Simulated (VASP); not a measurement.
## HfSc2O3: relaxation of cell and atoms with PBE

HfSc2O3:

```
CELL_PARAMETERS angstrom
4.15837 0.00000 0.00000
-2.07918 3.60125 0.00000
0.00000 0.00000 5.49297
ATOMIC_POSITIONS crystal
Hf 0.00000 0.00000 0.50000
Sc 0.33333 0.66667 0.00000
Sc 0.66667 0.33333 0.00000
O 0.33333 0.66667 0.50000
O 0.66667 0.33333 0.50000
O 0.00000 0.00000 0.00000
```

```
Program                : VASP 6.6.1
Task                   : relaxation of cell and atoms
Functional             : PBE
Potentials or basis    : VASP PAW PBE potentials, release 64 (Hf_pv, Sc_sv, O)
Cutoff                 : 600 eV
k mesh                 : 6 × 6 × 4
Occupations            : gaussian, width 0.1 eV
Spin                   : no spin polarisation
Dipole correction      : no
Further INCAR settings : ALGO = Normal; EDIFF = 1e-06; IBRION = 2; EDIFFG = -0.04; NSW = 90; ISIF = 3
```

- Relaxed volume: 12.23 Å³/atom
- Relaxed cell: a = 4.482 Å, b = 4.482 Å, c = 4.218 Å, α = 90.00°, β = 90.00°, γ = 120.00°
- Space group after relaxing (to 0.05 Å): P6/mmm (No. 191)
- Energy gained by relaxing: 556.5 meV/atom
- Ionic steps: 14
- Pressure after relaxing: 0.2 GPa
- Band gap on the k mesh: zero (band 25 reaches 8.28 eV, above the bottom of band 26 at 6.33 eV)

The path:
| step | energy change (eV) | largest force (eV/Å) | pressure (GPa) | volume (Å³) |
| --- | --- | --- | --- | --- |
| 1 | 0.0000 | 0.0000 | -13.90 | 82.26 |
| 2 | -1.6730 | 0.0000 | -0.04 | 68.70 |
| 3 | -2.0718 | 0.0000 | 13.78 | 63.02 |
| 4 | -2.5975 | 0.0000 | 23.14 | 60.92 |
| 5 | -2.5972 | 0.0000 | 23.44 | 60.89 |
| 6 | -3.0591 | 0.0000 | 10.63 | 64.73 |
| 7 | -3.2416 | 0.0000 | 2.19 | 68.65 |
| 8 | -3.2756 | 0.0000 | -0.65 | 70.64 |
| 9 | -3.2806 | 0.0000 | -2.80 | 72.19 |
| 10 | -3.2810 | 0.0000 | -2.42 | 71.89 |
| 11 | -3.3198 | 0.0000 | -0.22 | 71.82 |
| 12 | -3.3304 | 0.0000 | 1.68 | 71.75 |
| 13 | -3.3357 | 0.0000 | 1.04 | 72.36 |
| 14 | -3.3390 | 0.0000 | 0.17 | 73.39 |

Final structure:
```cif
data_structure
_symmetry_space_group_name_H-M 'P 1'
_symmetry_Int_Tables_number 1
_cell_length_a 4.4825
_cell_length_b 4.4825
_cell_length_c 4.2176
_cell_angle_alpha 90.000
_cell_angle_beta 90.000
_cell_angle_gamma 120.000
_cell_volume 73.39
loop_
_atom_site_label
_atom_site_type_symbol
_atom_site_fract_x
_atom_site_fract_y
_atom_site_fract_z
_atom_site_occupancy
Hf1 Hf 0.00000 0.00000 0.50000 1
Sc1 Sc 0.33333 0.66667 0.00000 1
Sc2 Sc 0.66667 0.33333 0.00000 1
O1 O 0.33333 0.66667 0.50000 1
O2 O 0.66667 0.33333 0.50000 1
O3 O 0.00000 0.00000 0.00000 1
```

Levels at points of the mesh, in eV from the Fermi level:
```tsv
k point	band 23	band 24	band 25	band 26	band 27	band 28
(0.00, 0.00, 0.00)	-3.38	-1.65	-0.46	-0.46	0.28	0.28
(0.50, 0.00, 0.00)	-3.76	-1.78	-1.13	0.33	0.43	0.76
(0.00, 0.00, 0.50)	-3.83	-0.78	1.22	1.22	1.42	1.94
(0.50, 0.00, 0.50)	-3.99	-0.64	0.36	1.20	1.25	1.62
```

Run time: 11 min on 1 thread of Intel(R) Xeon(R) Platinum 8488C (Sapphire Rapids), with other jobs on the host, peak memory 0.28 GiB.

Caveat: spin-orbit coupling is left out, which moves the levels of the heavy elements.
